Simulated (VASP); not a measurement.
SiC:

```
Si C
1.0
     3.07600    0.00000    0.00000
    -1.53800    2.66389    0.00000
     0.00000    0.00000    5.04800
Si C
2 2
Direct
  0.66667 0.33333 0.50000
  0.33333 0.66667 0.00000
  0.66667 0.33333 0.88500
  0.33333 0.66667 0.38500
```

| Property | Result |
| --- | --- |
| Program | VASP 6.6.1 |
| Task | relaxation of cell and atoms |
| Functional | PBE |
| Potentials or basis | VASP PAW PBE potentials, release 64 (Si, C) |
| Cutoff | 600 eV |
| k mesh | 10 × 10 × 5 |
| Occupations | fermi-dirac, width 0.05 eV |
| Spin | no spin polarisation |

At the start: pressure 3.5 GPa; volume 10.34 Å³/atom.

Task: How do energy, volume and symmetry change on relaxing?

Result: Over 7 steps the energy falls by 10.6 meV/atom and the volume is 10.49 Å³/atom (+1.5 %); space group P6_3mc (No. 186, to 0.1 Å) before and after.

Step by step:
```csv
step,energy change (eV),largest force (eV/Å),pressure (GPa),volume (Å³)
1,0.0000,0.7526,3.50,41.36
2,-0.0031,0.6273,-3.42,42.73
3,-0.0391,0.0842,-0.44,42.06
4,-0.0422,0.0243,0.06,41.97
5,-0.0422,0.0121,0.00,41.98
6,-0.0422,0.0114,0.00,41.98
7,-0.0422,0.0004,0.00,41.98
```

Final structure:
```xyz
4
Lattice="3.0911 0.0000 0.0000 -1.5455 2.6769 0.0000 0.0000 0.0000 5.0730" Properties=species:S:1:pos:R:3 pbc="T T T"
Si    1.5455    0.8923    2.5598
Si    0.0000    1.7846    0.0233
C     1.5455    0.8923    4.4663
C     0.0000    1.7846    1.9298
```
